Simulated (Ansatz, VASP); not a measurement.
**Cs2TaGa: VASP beside Ansatz**

```
CELL_PARAMETERS angstrom
6.78511 0.00000 0.00000
-3.39256 5.87608 0.00000
0.00000 0.00000 5.04659
ATOMIC_POSITIONS crystal
Cs 0.33333 0.66667 0.00000
Cs 0.66667 0.33333 0.00000
Ta 0.00000 0.00000 0.50000
Ga 0.00000 0.00000 0.00000
```

Alike in both runs: functional PBE; k mesh 3 × 3 × 4; occupations gaussian, width 0.1 eV; no spin polarisation.

Ansatz relaxed the structure, and its values are those at the end. VASP's run is a single point on that final structure, the one shown.

```csv
,VASP,Ansatz
version,VASP 6.6.1,Ansatz 0.2.0
potentials or method,"VASP PAW PBE potentials, release 64 (Cs_sv, Ta_pv, Ga_d), cutoff 520 eV","scalar-relativistic, plane waves, PAW"
valence electrons in the cell,42,44
```

|  | VASP | Ansatz | Ansatz less VASP |
| --- | --- | --- | --- |
| gap on the k mesh at the Fermi level (eV) | none | none | - |
| pressure (GPa) | 0.3 | 0.3 | -0.02 |

A gap of «none» marks a metal or a gap that the smearing closes. With one functional, cell and mesh, what is left measures potentials, basis and numerics. VASP's potentials hold 42 valence electrons a cell and Ansatz's 44, so a difference there can come from the potentials and not from the codes.

Neither program's run includes spin-orbit coupling.
